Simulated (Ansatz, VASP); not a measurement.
**Two plane-wave programs on Ta**

File POSCAR:

```
Ta
1.0
    2.9237429662      0.0000000000      0.0000000000
   -1.4618714831      2.5320356829      0.0000000000
    0.0000000000      0.0000000000      5.1955457482
Ta
2
Direct
    0.3333333333      0.6666666667      0.2500000000
    0.6666666667      0.3333333333      0.7500000000
```

The input INCAR.step1:

```
SYSTEM = Ta
PREC = Accurate ; ENCUT = 520
ISMEAR = -1 ; SIGMA = 0.1
LREAL = .FALSE. ; LASPH = .TRUE.
NELM = 80 ; NBANDS = 18
GGA = PE ; ALGO = Normal
EDIFF = 1E-4 ; LWAVE = .TRUE.
LCHARG = .FALSE.
```

The input INCAR.step2:

```
SYSTEM = Ta
PREC = Accurate ; ENCUT = 520
EDIFF = 1E-6 ; ISMEAR = -1
SIGMA = 0.1 ; LREAL = .FALSE.
LASPH = .TRUE. ; NELM = 80
ALGO = Normal ; ISIF = 2
LWAVE = .FALSE. ; LCHARG = .FALSE.
METAGGA = R2SCAN ; LMIXTAU = .TRUE.
NBANDS = 18 ; ISTART = 1
```

The input KPOINTS:

```
Automatic mesh
0
G
  14 14 7
  0 0 0
```

Input for Ansatz:

```yaml
crystal:
  lattice:
    - [2.9237429662, 0.0, 0.0]
    - [-1.4618714831, 2.5320356829, 0.0]
    - [0.0, 0.0, 5.1955457482]
  atoms:
    - { symbol: Ta, position: [0.3333333333, 0.6666666667, 0.25] }
    - { symbol: Ta, position: [0.6666666667, 0.3333333333, 0.75] }
hamiltonian:
  xc: r2scan
  pseudopotentials:
    kind: paw
    azcp:
      Ta: "pseudopotentials/Ta.paw.azcp"
basis:
  ecutwfc: 500
  fft_grid_basis: typed
kpoints:
  mp_grid: { grid: [14, 14, 7], shift: [0, 0, 0] }
magnetization:
  spin_polarized: false
scf:
  occupations: { method: fermi_dirac, width: 0.1 }
  lower_state_search: "off"
output:
  stress: true
```

Alike in both runs: task single point; functional r2SCAN; k mesh 14 × 14 × 7; occupations fermi-dirac, width 0.1 eV; no spin polarisation.

|  | VASP | Ansatz |
| --- | --- | --- |
| version | VASP 6.6.1 | Ansatz 0.2.0 |
| potentials or method | VASP PAW PBE potentials, release 64 (Ta_pv), cutoff 520 eV | plane waves (500 eV) with PAW, scalar-relativistic |
| valence electrons in the cell | 22 | 26 |

Ansatz gave:

```
pressure (GPa)                                                : -7.0
traceless stress, the component that is largest in VASP (GPa) : -0.07
```

Task: What did VASP give for the same quantities?

Result: Pressure (GPa): -6.5; traceless stress, the component that is largest in VASP (GPa): -0.01.

VASP's potentials were made for PBE, not for r2SCAN. VASP's potentials hold 22 valence electrons a cell and Ansatz's 26, so a difference there can come from the potentials and not from the codes.

Spin-orbit coupling is off throughout.
